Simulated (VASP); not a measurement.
A run of VASP 6.6.1:

INCAR

```
  ALGO = Normal
  DIPOL = 0.5 0.5 0.500
  EDIFF = 1E-7
  ENCUT = 520
  GGA = PS
  IDIPOL = 3
  ISIF = 2
  ISMEAR = -1
  LASPH = True
  LCHARG = False
  LDIPOL = True
  LREAL = False
  LWAVE = False
  NBANDS = 34
  NELM = 80
  PREC = Accurate
  SIGMA = 0.1
```

Contents of KPOINTS:

```
k-points
0
Gamma
  11 11 1
```

Contents of POSCAR:

```
Ca4Sc
1.0
    3.8579598800      0.0000000000      0.0000000000
   -1.9289799400      3.3410912629      0.0000000000
    0.0000000000      0.0000000000     32.6000000000
Ca Sc
4 1
Direct
    0.8333333333      0.1666666667      0.3092479501
    0.1666666667      0.8333333333      0.4034120216
    0.8333333333      0.1666666667      0.5965879476
    0.1666666667      0.8333333333      0.6907521427
    0.5000000000      0.5000000000      0.4999999380
```

Potentials or basis: VASP PAW PBE potentials, release 64 (Ca_sv, Sc_sv).

The run is started by

```bash
$ cat potpaw_PBE.64/Ca_sv/POTCAR potpaw_PBE.64/Sc_sv/POTCAR > POTCAR
$ mpirun -np 1 vasp_std > vasp.out
```

Hardware: 1 thread of Oxide Virtual Turin-like Processor (shared host).

Q: Estimate the wall time of this run.

A: It took 13 min on 1 thread of Oxide Virtual Turin-like Processor (shared host), peak memory 0.59 GiB. Counts: scf iterations 25, k points 16.
